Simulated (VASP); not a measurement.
# Al (I4/mmm) in VASP: a series of runs

Al is run at these levels: PBE; tasks: single point.

Everything below comes from runs of VASP 6.6.1. Logs are shortened: lines on timing, memory, paths and dates and some standing lists are left out, and cuts for length are marked.

## 1. The cell of the first run

The structure is tetragonal, space group I4/mmm (No. 139). Conventional cell: a = 2.633 Å, b = 2.633 Å, c = 4.210 Å, α = 90.00°, β = 90.00°, γ = 90.00°. Within 3.5 Å of Al (site symmetry 4/mmm) lie 12 Al at 2.63 to 2.81 Å.

## 2. Single point, PBE (strain -0.080 along x and y, +0.040 along z)

Contents of INCAR:

```
SYSTEM = Al
PREC = Accurate ; ENCUT = 520
EDIFF = 1E-6 ; ISMEAR = 0
SIGMA = 0.15 ; LREAL = .False.
LASPH = .True. ; NELM = 80
ALGO = Normal ; ISIF = 2
LWAVE = .False. ; LCHARG = .True.
GGA = PE ; LELF = .True.
LVHAR = .True. ; NBANDS = 8
```

Contents of KPOINTS:

```
Automatic mesh
0
Gamma
  20 20 20
  0 0 0
```

Contents of POSCAR:

```
Al
1.0
    0.0000000000      1.8620616000      2.1049392000
    1.8620616000      0.0000000000      2.1049392000
    1.8620616000      1.8620616000      0.0000000000
Al
1
Direct
    0.0000000000      0.0000000000      0.0000000000
```

Potentials or basis: VASP PAW PBE potentials, release 64 (Al).

Started as:

```bash
cat potpaw_PBE.64/Al/POTCAR > POTCAR
mpirun -np 1 vasp_std > vasp.out
```

OUTCAR:

```text
SYSTEM = Al
   PREC = Accurate
   ENCUT = 520
   EDIFF = 1E-6
   ISMEAR = 0
   LREAL = .False.
   LASPH = .True.
   NELM = 80
   ISIF = 2
   GGA = PE

 ion  position               nearest neighbor table
   1  0.000  0.000  0.000-

  LATTYP: Found a body centered tetragonal cell.
 ALAT       =     2.6333527687
 C/A-ratio  =     1.5986762009

  Lattice vectors:

 A1 = (  -1.8620616000,   0.0000000000,   2.1049392000)
 A2 = (   1.8620616000,   0.0000000000,   2.1049392000)
 A3 = (   0.0000000000,   1.8620616000,  -2.1049392000)

Analysis of symmetry for initial positions (statically):
=====================================================================
 Subroutine PRICEL returns:
 Original cell was already a primitive cell.

 Routine SETGRP: Setting up the symmetry group for a
 body centered tetragonal supercell.

 Subroutine GETGRP returns: Found 16 space group operations
 (whereof 16 operations were pure point group operations)
 out of a pool of 16 trial point group operations.

The static configuration has the point symmetry D_4h.

Analysis of symmetry for dynamics (positions and initial velocities):
=====================================================================
 Subroutine PRICEL returns:
 Original cell was already a primitive cell.

 Routine SETGRP: Setting up the symmetry group for a
 body centered tetragonal supercell.

 Subroutine GETGRP returns: Found 16 space group operations
 (whereof 16 operations were pure point group operations)
 out of a pool of 16 trial point group operations.

The dynamic configuration has the point symmetry D_4h.

 Subroutine INISYM returns: Found 16 space group operations
 (whereof 16 operations are pure point group operations),
 and found     1 'primitive' translations

----------------------------------------------------------------------------------------

                                     Primitive cell

  volume of cell :      14.5968

  direct lattice vectors                    reciprocal lattice vectors
     0.000000000  1.862061600  2.104939200    -0.268519581  0.268519581  0.237536552
     1.862061600  0.000000000  2.104939200     0.268519581 -0.268519581  0.237536552
     1.862061600  1.862061600  0.000000000     0.268519581  0.268519581 -0.237536552

  length of vectors
     2.810345608  2.810345608  2.633352769     0.447916448  0.447916448  0.447916448

  position of ions in fractional coordinates (direct lattice)
     0.000000000  0.000000000  0.000000000

  ion indices of the primitive-cell ions
   primitive index   ion index
                 1           1

----------------------------------------------------------------------------------------

 KPOINTS: Automatic mesh

Automatic generation of k-mesh.
 Grid dimensions read from file:
 generate k-points for:   20   20   20

 Generating k-lattice:

  Cartesian coordinates                     Fractional coordinates (reciprocal lattice)
    -0.013425979  0.013425979  0.011876828     0.050000000  0.000000000  0.000000000
     0.013425979 -0.013425979  0.011876828     0.000000000  0.050000000  0.000000000
     0.013425979  0.013425979 -0.011876828     0.000000000  0.000000000  0.050000000

  Length of vectors
     0.022395822  0.022395822  0.022395822

  Shift w.r.t. Gamma in fractional coordinates (k-lattice)
     0.000000000  0.000000000  0.000000000

 Subroutine IBZKPT returns following result:
 ===========================================

 Found    641 irreducible k-points:

 Following reciprocal coordinates:
            Coordinates               Weight
  0.000000  0.000000  0.000000      1.000000
  0.050000 -0.000000  0.000000      8.000000
  0.100000 -0.000000  0.000000      8.000000
  0.150000 -0.000000  0.000000      8.000000
  0.200000 -0.000000  0.000000      8.000000
  0.250000  0.000000  0.000000      8.000000
[... 16 lines left out ...]
 -0.400000  0.050000  0.000000      8.000000
 -0.350000  0.050000  0.000000      8.000000
 [... further k-points ...]
   k-points           NKPTS =    641   k-points in BZ     NKDIM =    641   number of bands    NBANDS=      8
   number of dos      NEDOS =    301   number of ions     NIONS =      1
   total plane-waves  NPLWV =  11520
   dimension x,y,z NGX =    24 NGY =   24 NGZ =   20
   dimension x,y,z NGXF=    48 NGYF=   48 NGZF=   40
   ions per type =               1
   NGX,Y,Z   is equivalent  to a cutoff of  14.20, 14.20, 12.63 a.u.
   NGXF,Y,Z  is equivalent  to a cutoff of  28.39, 28.39, 25.25 a.u.
 SYSTEM =  Al
   PREC   = accura    normal or accurate (medium, high low for compatibility)
   ISTART =      0    job   : 0-new  1-cont  2-samecut
   ICHARG =      2    charge: 1-file 2-atom 10-const
   ISPIN  =      1    spin polarized calculation?
   LNONCOLLINEAR =      F non collinear calculations
   LSORBIT =      F    spin-orbit coupling
   LASPH  =      T    aspherical Exc in radial PAW
   ENCUT  =  520.0 eV  38.22 Ry    6.18 a.u.   5.23  5.23  4.90*2*pi/ulx,y,z
   NELM   =     80;   NELMIN=  2; NELMDL= -5     # of ELM steps
   EDIFF  = 0.1E-05   stopping-criterion for ELM
   LREAL  =      F    real-space projection
   EDIFFG = 0.1E-04   stopping-criterion for IOM
   NSW    =      0    number of steps for IOM
   IBRION =     -1    ionic relax: 0-MD 1-quasi-New 2-CG
   NFREE  =      0    steps in history (QN), initial steepest desc. (CG)
   ISIF   =      2    stress and relaxation
   ISYM   =      2    0-nonsym 1-usesym 2-fastsym
   POTIM  = 0.5000    time-step for ionic-motion
   TEBEG  =    0.0;   TEEND  =   0.0 temperature during run
   PSTRESS=    0.0 pullay stress
   NELECT =       3.0000    total number of electrons
   NUPDOWN=      -1.0000    fix difference up-down
   EMIN   =  10.00;   EMAX   =-10.00  energy-range for DOS
   EFERMI =   0.00;   METHOD = LEGACY
   ISMEAR =     0;   SIGMA  =   0.15  broadening in eV -4-tet -1-fermi 0-gaus
   EFERMI_NEDOS =   21; number of points for ismear=-14 and -15
   IALGO  =     38    algorithm
   IMIX   =      4    mixing-type and parameters
     AMIX     =   0.40;   BMIX     =  1.00
     AMIX_MAG =   1.60;   BMIX_MAG =  1.00
  volume/ion in A,a.u.               =      14.60        98.50
  Fermi-wavevector in a.u.,A,eV,Ry     =   0.966116  1.825695 12.699413  0.933381
  Thomas-Fermi vector in A             =   2.095890
   LORBIT       =      0    0 simple, 1 ext, 2 COOP (PROOUT), +10 PAW based schemes
   GGA     = PE    functional components
   LHFCALC =     F    Hartree Fock is set to
   AEXX    =    0.0000 exact exchange contribution
   IVDW    =     0    specifies the selected vdW correction
   LEPSILON=     F    determine dielectric tensor
   LRPA    =     F    only Hartree local field effects (RPA)
 non-spin polarized calculation
 Gauss-broadening in eV      SIGMA  =   0.15
  energy-cutoff  :      520.00
  volume of cell :       14.60
 maximum number of plane-waves:       403
 NGX is ok and might be reduce to    24
   NGX = 11   NGY = 11   NGZ =  9

 number of electron       3.0000000 magnetization

 Free energy of the ion-electron system (eV)
  ---------------------------------------------------
  ext. energy  EPLUGINS =         0.00000000
  ---------------------------------------------------
  free energy    TOTEN  =        -3.63452604 eV

  energy without entropy =       -3.62921362  energy(sigma->0) =       -3.63186983

 E-fermi :   9.3074     XC(G=0): -10.6477

 val. band max:        9.3057159139   @ k =  -0.3000   0.4500   0.1500
 cond. band min:       9.3107662635   @ k =  -0.2500   0.1500   0.3500
 fundamental gap:      0.0050503496
 Fermi energy:         9.3073705624

 k-point     1 :       0.0000    0.0000    0.0000
  band No.  band energies     occupation
      1      -2.6678      2.00000
      2      21.8487      0.00000
      3      23.3671      0.00000
      4      23.3671      0.00000
      5      25.1226      0.00000
      6      25.1226      0.00000
      7      25.4113      0.00000
      8      26.4546      0.00000

 k-point     2 :       0.0500   -0.0000    0.0000
  band No.  band energies     occupation
      1      -2.5936      2.00000
      2      21.2047      0.00000
      3      22.4994      0.00000
      4      23.1918      0.00000
      5      25.3263      0.00000
      6      25.4194      0.00000
      7      25.6955      0.00000
      8      26.2371      0.00000

 k-point     3 :       0.1000   -0.0000    0.0000
  band No.  band energies     occupation
      1      -2.3713      2.00000
      2      19.3848      0.00000
      3      21.7357      0.00000
      4      22.8596      0.00000
      5      24.8525      0.00000
      6      25.6337      0.00000
      7      26.1153      0.00000
      8      26.7082      0.00000

 k-point     4 :       0.1500   -0.0000    0.0000
  band No.  band energies     occupation
      1      -2.0017      2.00000
      2      17.2710      0.00000
      3      21.1462      0.00000
      4      22.5544      0.00000
      5      23.9368      0.00000
      6      25.4819      0.00000
      7      27.0218      0.00000
      8      27.7402      0.00000

 k-point     5 :       0.2000   -0.0000    0.0000
  band No.  band energies     occupation
      1      -1.4861      2.00000
      2      15.1642      0.00000
      3      20.6382      0.00000
      4      22.3342      0.00000
      5      23.0260      0.00000
      6      25.3278      0.00000
      7      28.0442      0.00000
      8      28.8944      0.00000
[... 177 lines left out ...]
 k-point    22 :      -0.4500    0.0500    0.0000
  band No.  band energies     occupation
      1       3.7977      2.00000
      2       5.4873      2.00000
      3      17.7395      0.00000
      4      21.5782      0.00000
      5      22.6717      0.00000
      6      24.3650      0.00000
      7      26.2681      0.00000
      8      27.2170      0.00000

 k-point    23 :      -0.4000    0.0500    0.0000
  band No.  band energies     occupation
      1       2.5585      2.00000
      2       6.9989      2.00000
      3      17.6981      0.00000
      4      21.9468      0.00000
      5      23.1668      0.00000
      6      24.1271      0.00000
      7      26.5833      0.00000
      8      27.0826      0.00000

 k-point    24 :      -0.3500    0.0500    0.0000
  band No.  band energies     occupation
      1       1.4274      2.00000
      2       8.6571      2.00000
      3      17.7811      0.00000
      4      22.4235      0.00000
      5      23.3255      0.00000
      6      24.4663      0.00000
      7      26.3168      0.00000
      8      27.7641      0.00000

 [... further k-points ...]
[... 5 lines left out ...]
  --------------------------------------------------------------------------------------
  -------------------------------------------------------------------------------------
  Total        1.6821646      1.6821646      0.4957405      0.0000000     -0.0000000      0.0000000
  in kB      184.6381416    184.6381416     54.4135839      0.0000000     -0.0000000      0.0000000
  external PRESSURE =     141.2299557 kB  Pullay stress =       0.0000000 kB

 VOLUME and BASIS-vectors are now :
 -----------------------------------------------------------------------------
  energy-cutoff  :      520.00
  volume of cell :       14.60
      direct lattice vectors                 reciprocal lattice vectors
     0.000000000  1.862061600  2.104939200    -0.268519581  0.268519581  0.237536552
     1.862061600  0.000000000  2.104939200     0.268519581 -0.268519581  0.237536552
     1.862061600  1.862061600  0.000000000     0.268519581  0.268519581 -0.237536552

 POSITION                                       TOTAL-FORCE (eV/Angst)
 -----------------------------------------------------------------------------------
      0.00000      0.00000      0.00000         0.000000     -0.000000      0.000000
 -----------------------------------------------------------------------------------
    total drift:                                0.000000      0.000000     -0.000000

  FREE ENERGIE OF THE ION-ELECTRON SYSTEM (eV)
  ---------------------------------------------------
  free  energy   TOTEN  =        -3.6345260413 eV

  energy  without entropy=       -3.6292136193  energy(sigma->0) =       -3.63186983
```

Wall time 70 s (1 thread of Intel Xeon 8259CL, shared host); peak memory 0.18 GiB.

What came out:

- Free energy: -3.6345 eV
- Pressure: 14.1 GPa
- Band gap on the k mesh: zero (an odd number of electrons rules out a gap without spin polarisation)

Caveat: the cell differs from its parent crystal (strain -0.080 along x and y, +0.040 along z); the cell stands under pressure.

(Continued in part 2 of 2.)
